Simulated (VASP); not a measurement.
# LiH in VASP: notebook

LiH is run at these levels: PBE; tasks: electric field gradients.

Program: VASP 6.6.1. These are calculated values, not measurements. Logs are shortened: lines on timing, memory, paths and dates and some standing lists are left out, and cuts for length are marked.

## 1. The cell of the first run

Symmetry: Fm-3m, No. 225, cubic system. The conventional cell has a = 4.065 Å, b = 4.065 Å, c = 4.065 Å, α = 90.00°, β = 90.00°, γ = 90.00°. Within 2.7 Å of Li (site symmetry m-3m) lie 6 H at 2.03 Å. Within 2.7 Å of H (site symmetry m-3m) lie 6 Li at 2.03 Å.

## 2. Electric field gradients, PBE

INCAR

```
  PREC = Accurate
  ENCUT = 520
  EDIFF = 1E-8
  ISMEAR = -1
  SIGMA = 0.03
  LREAL = F
  LASPH = T
  NELM = 80
  ALGO = Normal
  ISIF = 2
  LWAVE = F
  LCHARG = F
  GGA = PE
  LEFG = T
  NBANDS = 9
```

KPOINTS

```
regular mesh
0
Gamma
  3 3 3
```

POSCAR

```
LiH
1.0
    0.0000000000      2.0325000000      2.0325000000
    2.0325000000      0.0000000000      2.0325000000
    2.0325000000      2.0325000000      0.0000000000
Li H
1 1
Direct
    0.0000000000      0.0000000000      0.0000000000
    0.5000000000      0.5000000000      0.5000000000
```

Potentials or basis: VASP PAW PBE potentials, release 64 (Li_sv, H).

Command:

```sh
> cat potpaw_PBE.64/Li_sv/POTCAR potpaw_PBE.64/H/POTCAR > POTCAR
> mpirun -np 1 vasp_std > vasp.out
```

OUTCAR:

```text
PREC = Accurate
   ENCUT = 520
   EDIFF = 1E-8
   ISMEAR = -1
   LREAL = F
   LASPH = T
   NELM = 80
   ISIF = 2
   GGA = PE

 ion  position               nearest neighbor table
   1  0.000  0.000  0.000-
   2  0.500  0.500  0.500-

  LATTYP: Found a face centered cubic cell.
 ALAT       =     4.0650000000

  Lattice vectors:

 A1 = (   0.0000000000,   2.0325000000,   2.0325000000)
 A2 = (   2.0325000000,   0.0000000000,   2.0325000000)
 A3 = (   2.0325000000,   2.0325000000,   0.0000000000)

Analysis of symmetry for initial positions (statically):
=====================================================================
 Subroutine PRICEL returns:
 Original cell was already a primitive cell.

 Routine SETGRP: Setting up the symmetry group for a
 face centered cubic supercell.

 Subroutine GETGRP returns: Found 48 space group operations
 (whereof 48 operations were pure point group operations)
 out of a pool of 48 trial point group operations.

The static configuration has the point symmetry O_h .

Analysis of symmetry for dynamics (positions and initial velocities):
=====================================================================
 Subroutine PRICEL returns:
 Original cell was already a primitive cell.

 Routine SETGRP: Setting up the symmetry group for a
 face centered cubic supercell.

 Subroutine GETGRP returns: Found 48 space group operations
 (whereof 48 operations were pure point group operations)
 out of a pool of 48 trial point group operations.

The dynamic configuration has the point symmetry O_h .

 Subroutine INISYM returns: Found 48 space group operations
 (whereof 48 operations are pure point group operations),
 and found     1 'primitive' translations

----------------------------------------------------------------------------------------

                                     Primitive cell

  volume of cell :      16.7927

  direct lattice vectors                    reciprocal lattice vectors
     0.000000000  2.032500000  2.032500000    -0.246002460  0.246002460  0.246002460
     2.032500000  0.000000000  2.032500000     0.246002460 -0.246002460  0.246002460
     2.032500000  2.032500000  0.000000000     0.246002460  0.246002460 -0.246002460

  length of vectors
     2.874389066  2.874389066  2.874389066     0.426088760  0.426088760  0.426088760

  position of ions in fractional coordinates (direct lattice)
     0.000000000  0.000000000  0.000000000
     0.500000000  0.500000000  0.500000000

  ion indices of the primitive-cell ions
   primitive index   ion index
                 1           1
                 2           2

----------------------------------------------------------------------------------------

 KPOINTS: regular mesh

Automatic generation of k-mesh.
 Grid dimensions read from file:
 generate k-points for:    3    3    3

 Generating k-lattice:

  Cartesian coordinates                     Fractional coordinates (reciprocal lattice)
    -0.082000820  0.082000820  0.082000820     0.333333333  0.000000000  0.000000000
     0.082000820 -0.082000820  0.082000820     0.000000000  0.333333333  0.000000000
     0.082000820  0.082000820 -0.082000820     0.000000000  0.000000000  0.333333333

  Length of vectors
     0.142029587  0.142029587  0.142029587

  Shift w.r.t. Gamma in fractional coordinates (k-lattice)
     0.000000000  0.000000000  0.000000000

 Subroutine IBZKPT returns following result:
 ===========================================

 Found      4 irreducible k-points:

 Following reciprocal coordinates:
            Coordinates               Weight
  0.000000  0.000000  0.000000      1.000000
  0.333333  0.000000  0.000000      8.000000
  0.333333  0.333333  0.000000      6.000000
 -0.333333  0.333333  0.000000     12.000000
   k-points           NKPTS =      4   k-points in BZ     NKDIM =      4   number of bands    NBANDS=      9
   number of dos      NEDOS =    301   number of ions     NIONS =      2
   total plane-waves  NPLWV =  13824
   dimension x,y,z NGX =    24 NGY =   24 NGZ =   24
   dimension x,y,z NGXF=    48 NGYF=   48 NGZF=   48
   ions per type =               1   1
   NGX,Y,Z   is equivalent  to a cutoff of  13.88, 13.88, 13.88 a.u.
   NGXF,Y,Z  is equivalent  to a cutoff of  27.76, 27.76, 27.76 a.u.
 SYSTEM =  unknown system
   PREC   = accura    normal or accurate (medium, high low for compatibility)
   ISTART =      0    job   : 0-new  1-cont  2-samecut
   ICHARG =      2    charge: 1-file 2-atom 10-const
   ISPIN  =      1    spin polarized calculation?
   LNONCOLLINEAR =      F non collinear calculations
   LSORBIT =      F    spin-orbit coupling
   LASPH  =      T    aspherical Exc in radial PAW
   ENCUT  =  520.0 eV  38.22 Ry    6.18 a.u.   5.34  5.34  5.34*2*pi/ulx,y,z
   NELM   =     80;   NELMIN=  2; NELMDL= -5     # of ELM steps
   EDIFF  = 0.1E-07   stopping-criterion for ELM
   LREAL  =      F    real-space projection
   EDIFFG = 0.1E-06   stopping-criterion for IOM
   NSW    =      0    number of steps for IOM
   IBRION =     -1    ionic relax: 0-MD 1-quasi-New 2-CG
   NFREE  =      0    steps in history (QN), initial steepest desc. (CG)
   ISIF   =      2    stress and relaxation
   ISYM   =      2    0-nonsym 1-usesym 2-fastsym
   POTIM  = 0.5000    time-step for ionic-motion
   TEBEG  =    0.0;   TEEND  =   0.0 temperature during run
   PSTRESS=    0.0 pullay stress
   NELECT =       4.0000    total number of electrons
   NUPDOWN=      -1.0000    fix difference up-down
   EMIN   =  10.00;   EMAX   =-10.00  energy-range for DOS
   EFERMI =   0.00;   METHOD = LEGACY
   ISMEAR =    -1;   SIGMA  =   0.03  broadening in eV -4-tet -1-fermi 0-gaus
   EFERMI_NEDOS =   21; number of points for ismear=-14 and -15
   IALGO  =     38    algorithm
   IMIX   =      4    mixing-type and parameters
     AMIX     =   0.40;   BMIX     =  1.00
     AMIX_MAG =   1.60;   BMIX_MAG =  1.00
  volume/ion in A,a.u.               =       8.40        56.66
  Fermi-wavevector in a.u.,A,eV,Ry     =   1.014817  1.917726 14.012000  1.029853
  Thomas-Fermi vector in A             =   2.148066
   LORBIT       =      0    0 simple, 1 ext, 2 COOP (PROOUT), +10 PAW based schemes
   GGA     = PE    functional components
   LHFCALC =     F    Hartree Fock is set to
   AEXX    =    0.0000 exact exchange contribution
   IVDW    =     0    specifies the selected vdW correction
   LEPSILON=     F    determine dielectric tensor
   LRPA    =     F    only Hartree local field effects (RPA)
 non-spin polarized calculation
  energy-cutoff  :      520.00
  volume of cell :       16.79
 maximum number of plane-waves:       459
 NGX is ok and might be reduce to    24
   NGX = 11   NGY = 11   NGZ = 11

 number of electron       3.9999998 magnetization

 Free energy of the ion-electron system (eV)
  ---------------------------------------------------
  ext. energy  EPLUGINS =         0.00000000
  ---------------------------------------------------
  free energy    TOTEN  =        -6.15784392 eV

  energy without entropy =       -6.15784392  energy(sigma->0) =       -6.15784392

 E-fermi :  -0.4039     XC(G=0):  -8.3821

 val. band max:       -1.1427428058   @ k =  -0.3333   0.3333   0.0000
 cond. band min:       4.8848311913   @ k =  -0.3333   0.3333   0.0000
 fundamental gap:      6.0275739972
 Fermi energy:        -0.4038759109

 k-point     1 :       0.0000    0.0000    0.0000
  band No.  band energies     occupation
      1     -44.4240      2.00000
      2      -5.3841      2.00000
      3      15.4351      0.00000
      4      17.3655      0.00000
      5      17.3655      0.00000
      6      17.3655      0.00000
      7      22.0010      0.00000
      8      22.0010      0.00000
      9      22.0010      0.00000

 k-point     2 :       0.3333    0.0000    0.0000
  band No.  band energies     occupation
      1     -44.3943      2.00000
      2      -3.6211      2.00000
      3       7.0560      0.00000
      4      13.8130      0.00000
      5      15.9701      0.00000
      6      15.9701      0.00000
      7      20.0212      0.00000
      8      20.0212      0.00000
      9      24.3062      0.00000

 k-point     3 :       0.3333    0.3333    0.0000
  band No.  band energies     occupation
      1     -44.3850      2.00000
      2      -2.6797      2.00000
      3       7.0921      0.00000
      4      11.4719      0.00000
      5      11.4719      0.00000
      6      14.6244      0.00000
      7      16.7085      0.00000
      8      29.0036      0.00000
      9      30.8804      0.00000

 k-point     4 :      -0.3333    0.3333    0.0000
  band No.  band energies     occupation
      1     -44.3751      2.00000
      2      -1.1427      2.00000
      3       4.8848      0.00000
      4       7.0142      0.00000
      5      12.4592      0.00000
      6      15.4479      0.00000
      7      23.3810      0.00000
      8      25.8287      0.00000
      9      28.2391      0.00000

------------------------ aborting loop because EDIFF is reached ----------------------------------------

  FORCE on cell =-STRESS in cart. coord.  units (eV):
  Direction    XX          YY          ZZ          XY          YZ          ZX
  --------------------------------------------------------------------------------------
  -------------------------------------------------------------------------------------
  Total       -0.2162090     -0.2162090     -0.2162090      0.0000000      0.0000000     -0.0000000
  in kB      -20.6282612    -20.6282612    -20.6282612      0.0000000      0.0000000     -0.0000000
  external PRESSURE =     -20.6282612 kB  Pullay stress =       0.0000000 kB

 VOLUME and BASIS-vectors are now :
 -----------------------------------------------------------------------------
  energy-cutoff  :      520.00
  volume of cell :       16.79
      direct lattice vectors                 reciprocal lattice vectors
     0.000000000  2.032500000  2.032500000    -0.246002460  0.246002460  0.246002460
     2.032500000  0.000000000  2.032500000     0.246002460 -0.246002460  0.246002460
     2.032500000  2.032500000  0.000000000     0.246002460  0.246002460 -0.246002460

 POSITION                                       TOTAL-FORCE (eV/Angst)
 -----------------------------------------------------------------------------------
      0.00000      0.00000      0.00000         0.000000     -0.000000      0.000000
      2.03250      2.03250      2.03250         0.000000      0.000000      0.000000
 -----------------------------------------------------------------------------------
    total drift:                                0.000000     -0.000000     -0.000000

  FREE ENERGIE OF THE ION-ELECTRON SYSTEM (eV)
  ---------------------------------------------------
  free  energy   TOTEN  =        -6.1578439241 eV

  energy  without entropy=       -6.1578439241  energy(sigma->0) =       -6.15784392

 Electric field gradients (V/A^2)
---------------------------------------------------------------------
 ion       V_xx      V_yy      V_zz      V_xy      V_xz      V_yz
---------------------------------------------------------------------
   1      -0.000     0.000     0.000    -0.002    -0.002    -0.002
   2       0.000    -0.000     0.000     0.001     0.001     0.001
---------------------------------------------------------------------

 Electric field gradients after diagonalization (V/A^2)
 (convention: |V_zz| > |V_xx| > |V_yy|)
----------------------------------------------------------------------
 ion       V_xx      V_yy      V_zz     asymmetry (V_yy - V_xx)/ V_zz
----------------------------------------------------------------------
   1       0.002     0.002    -0.004       0.000
   2      -0.001    -0.001     0.002       0.000
----------------------------------------------------------------------

           NMR quadrupolar parameters

 Cq : quadrupolar parameter    Cq=e*Q*V_zz/h
 eta: asymmetry parameters     (V_yy - V_xx)/ V_zz
 Q  : nuclear electric quadrupole moment in mb (millibarn)
----------------------------------------------------------------------
 ion       Cq(MHz)       eta       Q (mb)
----------------------------------------------------------------------
   1      -0.000       0.000       1.000
   2       0.000       0.000       1.000
----------------------------------------------------------------------
```

It took 4.5 s on 1 thread of Intel Xeon 8259CL, shared host; peak memory 0.13 GiB.

What came out:

```yaml
Free_energy: -6.1578 eV
Band_gap_on_the_k_mesh: 6.03 eV
Largest_electric_field_gradient_by_atom: zero within the noise of the run
```

Levels at points of the mesh, in eV from the valence-band top:
| k point | band 1 | band 2 | band 3 | band 4 | band 5 | band 6 |
| --- | --- | --- | --- | --- | --- | --- |
| (0.00, 0.00, 0.00) | -43.28 | -4.24 | 16.58 | 18.51 | 18.51 | 18.51 |

Caveat: the k points lie up to 0.89 Å⁻¹ apart; the cutoff is under 1.25 times the usual one of these potentials, so pressure, stress and relaxed cells hold a basis-set (Pulay) error; an odd mesh through Γ misses points on the zone boundary, where band edges can lie.

## 3. Electric field gradients, PBE

INCAR

```
  PREC = Accurate
  ENCUT = 520
  EDIFF = 1E-8
  ISMEAR = -1
  SIGMA = 0.03
  LREAL = False
  LASPH = True
  NELM = 100
  ALGO = Normal
  ISIF = 2
  LWAVE = False
  LCHARG = False
  GGA = PE
  LEFG = True
  NBANDS = 9
```

KPOINTS

```
regular mesh
0
Gamma
  6 6 6
```

POSCAR is that of step 2.

Potentials or basis: VASP PAW PBE potentials, release 64 (Li_sv, H).

Command:

```sh
> cat potpaw_PBE.64/Li_sv/POTCAR potpaw_PBE.64/H/POTCAR > POTCAR
> mpirun -np 1 vasp_std > vasp.out
```

OUTCAR:

```text
PREC = Accurate
   ENCUT = 520
   EDIFF = 1E-8
   ISMEAR = -1
   LREAL = False
   LASPH = True
   NELM = 100
   ISIF = 2
   GGA = PE

 ion  position               nearest neighbor table
   1  0.000  0.000  0.000-
   2  0.500  0.500  0.500-

  LATTYP: Found a face centered cubic cell.
 ALAT       =     4.0650000000

  Lattice vectors:

 A1 = (   0.0000000000,   2.0325000000,   2.0325000000)
 A2 = (   2.0325000000,   0.0000000000,   2.0325000000)
 A3 = (   2.0325000000,   2.0325000000,   0.0000000000)
[... 390 lines left out ...]

  FREE ENERGIE OF THE ION-ELECTRON SYSTEM (eV)
  ---------------------------------------------------
  free  energy   TOTEN  =        -6.1228735327 eV

  energy  without entropy=       -6.1228735327  energy(sigma->0) =       -6.12287353

 Electric field gradients (V/A^2)
---------------------------------------------------------------------
 ion       V_xx      V_yy      V_zz      V_xy      V_xz      V_yz
---------------------------------------------------------------------
   1       0.000     0.000    -0.000    -0.002    -0.002    -0.002
   2      -0.000    -0.000    -0.000     0.001     0.001     0.001
---------------------------------------------------------------------

 Electric field gradients after diagonalization (V/A^2)
 (convention: |V_zz| > |V_xx| > |V_yy|)
----------------------------------------------------------------------
 ion       V_xx      V_yy      V_zz     asymmetry (V_yy - V_xx)/ V_zz
----------------------------------------------------------------------
   1       0.002     0.002    -0.004       0.000
   2      -0.001    -0.001     0.002       0.000
----------------------------------------------------------------------

           NMR quadrupolar parameters

 Cq : quadrupolar parameter    Cq=e*Q*V_zz/h
 eta: asymmetry parameters     (V_yy - V_xx)/ V_zz
 Q  : nuclear electric quadrupole moment in mb (millibarn)
----------------------------------------------------------------------
 ion       Cq(MHz)       eta       Q (mb)
----------------------------------------------------------------------
   1      -0.000       0.000       1.000
   2       0.000       0.000       1.000
----------------------------------------------------------------------
```

Wall time 6.6 s (1 thread of Intel Xeon 8259CL, shared host); peak memory 0.13 GiB.

What came out:

```yaml
Free_energy: -6.1229 eV
Band_gap_on_the_k_mesh: 3.01 eV
Largest_electric_field_gradient_by_atom: zero within the noise of the run
```

Caveat: the k points lie up to 0.45 Å⁻¹ apart; the cutoff is under 1.25 times the usual one of these potentials, so pressure, stress and relaxed cells hold a basis-set (Pulay) error.

[end of part 1 of 3]
